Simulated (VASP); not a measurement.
# MnS (F-43m) in VASP: notebook

MnS is run at these levels: r2SCAN; tasks: single point.

Everything below comes from runs of VASP 6.6.1. Logs are shortened: lines on timing, memory, paths and dates and some standing lists are left out, and cuts for length are marked.

## (1) The cell of the first run

Symmetry: F-43m, No. 216, cubic system. Conventional cell: a = 5.531 Å, b = 5.531 Å, c = 5.531 Å, α = 90.00°, β = 90.00°, γ = 90.00°. Mn (site symmetry -43m) has 4 S at 2.40 Å within 3.2 Å. Within 3.2 Å of S (site symmetry -43m) lie 4 Mn at 2.40 Å.

## (2) Single point, r2SCAN, collinear spin, ferromagnetic start (21.16 Å³/atom)

Input file POSCAR:

```
MnS
1.0
    0.0000000000      2.7657215994      2.7657215994
    2.7657215994      0.0000000000      2.7657215994
    2.7657215994      2.7657215994      0.0000000000
Mn S
1 1
Direct
    0.0000000000      0.0000000000      0.0000000000
    0.2500000000      0.2500000000      0.2500000000
```

Input file INCAR.step1:

```
PREC = Accurate
ENCUT = 520
ISMEAR = 0
SIGMA = 0.02
LREAL = F
LASPH = T
NELM = 150
ISPIN = 2
MAGMOM = 4.76 0.12
LMAXMIX = 4
NBANDS = 20
GGA = PE
ALGO = Normal
EDIFF = 1E-4
LWAVE = T
LCHARG = F
```

Input file INCAR.step2:

```
PREC = Accurate
ENCUT = 520
EDIFF = 1E-6
ISMEAR = 0
SIGMA = 0.02
LREAL = F
LASPH = T
NELM = 150
ALGO = Normal
ISIF = 2
LWAVE = F
LCHARG = F
ISPIN = 2
MAGMOM = 4.76 0.12
LORBIT = 11
LMAXMIX = 4
METAGGA = R2SCAN
LMIXTAU = T
NBANDS = 20
ISTART = 1
```

Input file KPOINTS:

```
Automatic mesh
0
Gamma
  12 12 12
```

Potentials or basis: VASP PAW PBE potentials, release 64 (Mn_pv, S).

Run with:

```sh
$ cat potpaw_PBE.64/Mn_pv/POTCAR potpaw_PBE.64/S/POTCAR > POTCAR
$ cp INCAR.step1 INCAR
$ mpirun -np 1 vasp_std > vasp.out
$ cp INCAR.step2 INCAR
$ mpirun -np 1 vasp_std > vasp.out
```

OUTCAR:

```text
PREC = Accurate
   ENCUT = 520
   EDIFF = 1E-6
   ISMEAR = 0
   LREAL = F
   LASPH = T
   NELM = 150
   ISIF = 2
   ISPIN = 2
   LORBIT = 11
   METAGGA = R2SCAN
   ISTART = 1

 ion  position               nearest neighbor table
   1  0.000  0.000  0.000-   2 2.40   2 2.40   2 2.40   2 2.40
   2  0.250  0.250  0.250-   1 2.40   1 2.40   1 2.40   1 2.40

  LATTYP: Found a face centered cubic cell.
 ALAT       =     5.5314431988

  Lattice vectors:

 A1 = (   0.0000000000,   2.7657215994,   2.7657215994)
 A2 = (   2.7657215994,   0.0000000000,   2.7657215994)
 A3 = (   2.7657215994,   2.7657215994,   0.0000000000)

Analysis of symmetry for initial positions (statically):
=====================================================================
 Subroutine PRICEL returns:
 Original cell was already a primitive cell.

 Routine SETGRP: Setting up the symmetry group for a
 face centered cubic supercell.

 Subroutine GETGRP returns: Found 24 space group operations
 (whereof 24 operations were pure point group operations)
 out of a pool of 48 trial point group operations.

The static configuration has the point symmetry T_d .

Analysis of symmetry for dynamics (positions and initial velocities):
=====================================================================
 Subroutine PRICEL returns:
 Original cell was already a primitive cell.

 Routine SETGRP: Setting up the symmetry group for a
 face centered cubic supercell.

 Subroutine GETGRP returns: Found 24 space group operations
 (whereof 24 operations were pure point group operations)
 out of a pool of 48 trial point group operations.

The dynamic configuration has the point symmetry T_d .

Analysis of structural, dynamic, and magnetic symmetry:
=====================================================================
 Subroutine PRICEL returns:
 Original cell was already a primitive cell.

 Routine SETGRP: Setting up the symmetry group for a
 face centered cubic supercell.

 Subroutine GETGRP returns: Found 24 space group operations
 (whereof 24 operations were pure point group operations)
 out of a pool of 48 trial point group operations.

The overall configuration has the point symmetry T_d .

 Subroutine INISYM returns: Found 24 space group operations
 (whereof 24 operations are pure point group operations),
 and found     1 'primitive' translations

----------------------------------------------------------------------------------------

                                     Primitive cell

  volume of cell :      42.3112

  direct lattice vectors                    reciprocal lattice vectors
     0.000000000  2.765721599  2.765721599    -0.180784646  0.180784646  0.180784646
     2.765721599  0.000000000  2.765721599     0.180784646 -0.180784646  0.180784646
     2.765721599  2.765721599  0.000000000     0.180784646  0.180784646 -0.180784646

  length of vectors
     3.911320996  3.911320996  3.911320996     0.313128192  0.313128192  0.313128192

  position of ions in fractional coordinates (direct lattice)
     0.000000000  0.000000000  0.000000000
     0.250000000  0.250000000  0.250000000

  ion indices of the primitive-cell ions
   primitive index   ion index
                 1           1
                 2           2

----------------------------------------------------------------------------------------

 KPOINTS: Automatic mesh

Automatic generation of k-mesh.
 Grid dimensions read from file:
 generate k-points for:   12   12   12

 Generating k-lattice:

  Cartesian coordinates                     Fractional coordinates (reciprocal lattice)
    -0.015065387  0.015065387  0.015065387     0.083333333  0.000000000  0.000000000
     0.015065387 -0.015065387  0.015065387     0.000000000  0.083333333  0.000000000
     0.015065387  0.015065387 -0.015065387     0.000000000  0.000000000  0.083333333

  Length of vectors
     0.026094016  0.026094016  0.026094016

  Shift w.r.t. Gamma in fractional coordinates (k-lattice)
     0.000000000  0.000000000  0.000000000

 Subroutine IBZKPT returns following result:
 ===========================================

 Found     72 irreducible k-points:

 Following reciprocal coordinates:
            Coordinates               Weight
  0.000000  0.000000  0.000000      1.000000
  0.083333  0.000000  0.000000      8.000000
  0.166667  0.000000  0.000000      8.000000
  0.250000  0.000000  0.000000      8.000000
  0.333333  0.000000  0.000000      8.000000
  0.416667  0.000000  0.000000      8.000000
[... 16 lines left out ...]
  0.500000  0.166667  0.000000     24.000000
 -0.416667  0.166667  0.000000     24.000000
 [... further k-points ...]
   k-points           NKPTS =     72   k-points in BZ     NKDIM =     72   number of bands    NBANDS=     20
   number of dos      NEDOS =    301   number of ions     NIONS =      2
   total plane-waves  NPLWV =  27000
   dimension x,y,z NGX =    30 NGY =   30 NGZ =   30
   dimension x,y,z NGXF=    60 NGYF=   60 NGZF=   60
   ions per type =               1   1
   NGX,Y,Z   is equivalent  to a cutoff of  12.75, 12.75, 12.75 a.u.
   NGXF,Y,Z  is equivalent  to a cutoff of  25.50, 25.50, 25.50 a.u.
 SYSTEM =  unknown system
   PREC   = accura    normal or accurate (medium, high low for compatibility)
   ISTART =      1    job   : 0-new  1-cont  2-samecut
   ICHARG =      0    charge: 1-file 2-atom 10-const
   ISPIN  =      2    spin polarized calculation?
   LNONCOLLINEAR =      F non collinear calculations
   LSORBIT =      F    spin-orbit coupling
   LASPH  =      T    aspherical Exc in radial PAW
   ENCUT  =  520.0 eV  38.22 Ry    6.18 a.u.   7.27  7.27  7.27*2*pi/ulx,y,z
   NELM   =    150;   NELMIN=  2; NELMDL=  0     # of ELM steps
   EDIFF  = 0.1E-05   stopping-criterion for ELM
   LREAL  =      F    real-space projection
   EDIFFG = 0.1E-04   stopping-criterion for IOM
   NSW    =      0    number of steps for IOM
   IBRION =     -1    ionic relax: 0-MD 1-quasi-New 2-CG
   NFREE  =      0    steps in history (QN), initial steepest desc. (CG)
   ISIF   =      2    stress and relaxation
   ISYM   =      2    0-nonsym 1-usesym 2-fastsym
   POTIM  = 0.5000    time-step for ionic-motion
   TEBEG  =    0.0;   TEEND  =   0.0 temperature during run
   PSTRESS=    0.0 pullay stress
   NELECT =      19.0000    total number of electrons
   NUPDOWN=      -1.0000    fix difference up-down
   EMIN   =  10.00;   EMAX   =-10.00  energy-range for DOS
   EFERMI =   0.00;   METHOD = LEGACY
   ISMEAR =     0;   SIGMA  =   0.02  broadening in eV -4-tet -1-fermi 0-gaus
   EFERMI_NEDOS =   21; number of points for ismear=-14 and -15
   IALGO  =     38    algorithm
   IMIX   =      4    mixing-type and parameters
     AMIX     =   0.40;   BMIX     =  1.00
     AMIX_MAG =   1.60;   BMIX_MAG =  1.00
  volume/ion in A,a.u.               =      21.16       142.77
  Fermi-wavevector in a.u.,A,eV,Ry     =   1.253644  2.369044 21.383234  1.571623
  Thomas-Fermi vector in A             =   2.387487
   LORBIT       =     11    0 simple, 1 ext, 2 COOP (PROOUT), +10 PAW based schemes
   METAGGA = R2SCAN    functional components
   LHFCALC =     F    Hartree Fock is set to
   AEXX    =    0.0000 exact exchange contribution
   IVDW    =     0    specifies the selected vdW correction
   LEPSILON=     F    determine dielectric tensor
   LRPA    =     F    only Hartree local field effects (RPA)
 spin polarized calculation
 Gauss-broadening in eV      SIGMA  =   0.02
  energy-cutoff  :      520.00
  volume of cell :       42.31
 maximum number of plane-waves:      1159
 NGX is ok and might be reduce to    30
   NGX = 15   NGY = 15   NGZ = 15

 number of electron      18.9999996 magnetization       5.0000260

 Free energy of the ion-electron system (eV)
  ---------------------------------------------------
  ext. energy  EPLUGINS =         0.00000000
  ---------------------------------------------------
  free energy    TOTEN  =       -24.84220195 eV

  energy without entropy =      -24.84220195  energy(sigma->0) =      -24.84220195

 E-fermi :   5.0194     XC(G=0): -10.0469

 val. band max:        4.8800903303   @ k =   0.0000   0.0000   0.0000
 cond. band min:       5.2121124266   @ k =   0.5000   0.5000   0.0000
 fundamental gap:      0.3320220963
 Fermi energy:         5.0194090264

 spin component 1

 k-point     1 :       0.0000    0.0000    0.0000
  band No.  band energies     occupation
      1     -48.3721      1.00000
      2     -48.3721      1.00000
      3     -48.3720      1.00000
      4      -9.9703      1.00000
      5      -0.6878      1.00000
      6      -0.6878      1.00000
[... 12 lines left out ...]
     19      17.4506      0.00000
     20      18.0879      0.00000
[... 507 lines left out ...]
 k-point    24 :      -0.4167    0.1667    0.0000
  band No.  band energies     occupation
      1     -48.3758      1.00000
      2     -48.3735      1.00000
      3     -48.3729      1.00000
      4      -9.1482      1.00000
      5      -1.1958      1.00000
      6      -0.5638      1.00000
[... 12 lines left out ...]
     19      17.7654      0.00000
     20      19.5494      0.00000

 [... further k-points ...]

 spin component 2

 k-point     1 :       0.0000    0.0000    0.0000
  band No.  band energies     occupation
      1     -42.2158      1.00000
      2     -42.2158      1.00000
      3     -42.2156      1.00000
      4      -9.6085      1.00000
      5       1.3245      1.00000
      6       1.3246      1.00000
[... 12 lines left out ...]
     19      18.6874      0.00000
     20      19.3432      0.00000
[... 507 lines left out ...]
 k-point    24 :      -0.4167    0.1667    0.0000
  band No.  band energies     occupation
      1     -42.2221      1.00000
      2     -42.2180      1.00000
      3     -42.2170      1.00000
      4      -8.8116      1.00000
      5      -0.5097      1.00000
      6       0.9249      1.00000
[... 12 lines left out ...]
     19      18.8396      0.00000
     20      20.7973      0.00000

 [... further k-points ...]

------------------------ aborting loop because EDIFF is reached ----------------------------------------

  FORCE on cell =-STRESS in cart. coord.  units (eV):
  Direction    XX          YY          ZZ          XY          YZ          ZX
  --------------------------------------------------------------------------------------
  -------------------------------------------------------------------------------------
  Total        1.2575763      1.2575763      1.2575763     -0.0000000     -0.0000000      0.0000000
  in kB       47.6200178     47.6200178     47.6200178     -0.0000000     -0.0000000      0.0000000
  external PRESSURE =      47.6200178 kB  Pullay stress =       0.0000000 kB

 VOLUME and BASIS-vectors are now :
 -----------------------------------------------------------------------------
  energy-cutoff  :      520.00
  volume of cell :       42.31
      direct lattice vectors                 reciprocal lattice vectors
     0.000000000  2.765721599  2.765721599    -0.180784646  0.180784646  0.180784646
     2.765721599  0.000000000  2.765721599     0.180784646 -0.180784646  0.180784646
     2.765721599  2.765721599  0.000000000     0.180784646  0.180784646 -0.180784646

 POSITION                                       TOTAL-FORCE (eV/Angst)
 -----------------------------------------------------------------------------------
      0.00000      0.00000      0.00000         0.000000      0.000000      0.000000
      1.38286      1.38286      1.38286        -0.000000     -0.000000     -0.000000
 -----------------------------------------------------------------------------------
    total drift:                                0.000001      0.000001      0.000001

  FREE ENERGIE OF THE ION-ELECTRON SYSTEM (eV)
  ---------------------------------------------------
  free  energy   TOTEN  =       -24.8422019450 eV

  energy  without entropy=      -24.8422019450  energy(sigma->0) =      -24.84220195

 total charge

# of ion       s       p       d       tot
------------------------------------------
    1        0.282   6.228   4.890  11.400
    2        1.302   2.515   0.000   3.817
--------------------------------------------------
tot          1.584   8.744   4.890  15.217

 magnetization (x)

# of ion       s       p       d       tot
------------------------------------------
    1        0.048   0.069   4.330   4.448
    2        0.013   0.070   0.000   0.084
--------------------------------------------------
tot          0.061   0.140   4.330   4.531
```

Run time: 9.9 min. Hardware: 1 thread of Oxide Virtual Turin-like, shared host; peak memory 0.22 GiB.

What came out:

- Free energy: -24.8422 eV
- Pressure: 4.8 GPa
- Band gap on the k mesh: 0.33 eV (least direct gap 1.26 eV)
- Net moment: 5.00 μB per cell
- Site moments: Mn +4.45; S +0.08 μB
- Valence electrons inside the program's atomic spheres: Mn 11.40; S 3.82

Caveat: the cell stands under pressure; the PAW data sets were made with another functional, which shifts forces and pressure a little; a cell with one magnetic atom can't hold antiferromagnetic order, which such compounds often take.

## (3) Single point, r2SCAN, collinear spin, ferromagnetic start (21.83 Å³/atom)

This run uses another cell than the first one, of 21.83 Å³/atom.

Input file POSCAR:

```
MnS
1.0
    0.0000000000      2.7948365979      2.7948365979
    2.7948365979      0.0000000000      2.7948365979
    2.7948365979      2.7948365979      0.0000000000
Mn S
1 1
Direct
    0.0000000000      0.0000000000      0.0000000000
    0.2500000000      0.2500000000      0.2500000000
```

Input file INCAR.step1:

```
PREC = Accurate
ENCUT = 520
ISMEAR = 0
SIGMA = 0.02
LREAL = False
LASPH = True
NELM = 150
ISPIN = 2
MAGMOM = 4.76 0.12
LMAXMIX = 4
NBANDS = 20
GGA = PE
ALGO = Normal
EDIFF = 1E-4
LWAVE = True
LCHARG = False
```

Input file INCAR.step2:

```
PREC = Accurate
ENCUT = 520
EDIFF = 1E-6
ISMEAR = 0
SIGMA = 0.02
LREAL = False
LASPH = True
NELM = 150
ALGO = Normal
ISIF = 2
LWAVE = False
LCHARG = True
ISPIN = 2
MAGMOM = 4.76 0.12
LORBIT = 11
LMAXMIX = 4
METAGGA = R2SCAN
LMIXTAU = True
LELF = True
LVHAR = True
NBANDS = 20
ISTART = 1
```

Input file KPOINTS:

```
regular mesh
0
Gamma
  12 12 12
```

Potentials or basis: VASP PAW PBE potentials, release 64 (Mn_pv, S).

Run with:

```sh
$ cat potpaw_PBE.64/Mn_pv/POTCAR potpaw_PBE.64/S/POTCAR > POTCAR
$ cp INCAR.step1 INCAR
$ mpirun -np 1 vasp_std > vasp.out
$ cp INCAR.step2 INCAR
$ mpirun -np 1 vasp_std > vasp.out
```

Run time: 15 min. Hardware: 1 thread of Oxide Virtual Turin-like, shared host; peak memory 0.23 GiB.

The run converged. Its results:

```
Free energy                                           : -24.8713 eV
Pressure                                              : 2.3 GPa
Band gap on the k mesh                                : 0.54 eV (least direct gap 1.25 eV)
Net moment                                            : 5.00 μB per cell
Site moments                                          : Mn +4.46; S +0.08 μB
Valence electrons inside the program's atomic spheres : Mn 11.37; S 3.80
```

Levels at points of the mesh, in eV from the valence-band top:
Spin up:
| k point | band 9 | band 10 | band 11 | band 12 | band 13 | band 14 | band 15 | band 16 |
| --- | --- | --- | --- | --- | --- | --- | --- | --- |
| (0.00, 0.00, 0.00) | -3.74 | 0.00 | 0.00 | 0.00 | 1.25 | 6.17 | 6.17 | 6.17 |
| (0.50, 0.00, 0.00) | -3.64 | -3.43 | -1.05 | -1.05 | 3.21 | 6.54 | 6.54 | 7.22 |
| (0.50, 0.50, 0.00) | -3.53 | -3.14 | -2.53 | -2.53 | 2.87 | 4.49 | 9.64 | 11.35 |
Spin down:
```
           k point  band 3  band 4  band 5  band 6  band 7  band 8  band 9  band 10  band 11  band 12
(0.00, 0.00, 0.00)  -46.98  -14.23   -3.35   -3.35   -3.35    1.72    1.72     2.53     3.96     3.96
(0.50, 0.00, 0.00)  -46.98  -13.55   -5.37   -3.30   -3.30    1.73    1.88     1.88     2.89     2.89
(0.50, 0.50, 0.00)  -46.99  -13.33   -5.25   -3.49   -3.49    0.54    1.65     2.22     2.22     2.28
```

Caveat: the PAW data sets were made with another functional, which shifts forces and pressure a little; a cell with one magnetic atom can't hold antiferromagnetic order, which such compounds often take. r2SCAN opens gaps a little over a GGA but as a rule still falls short of measured ones.

[end of part 1 of 2]
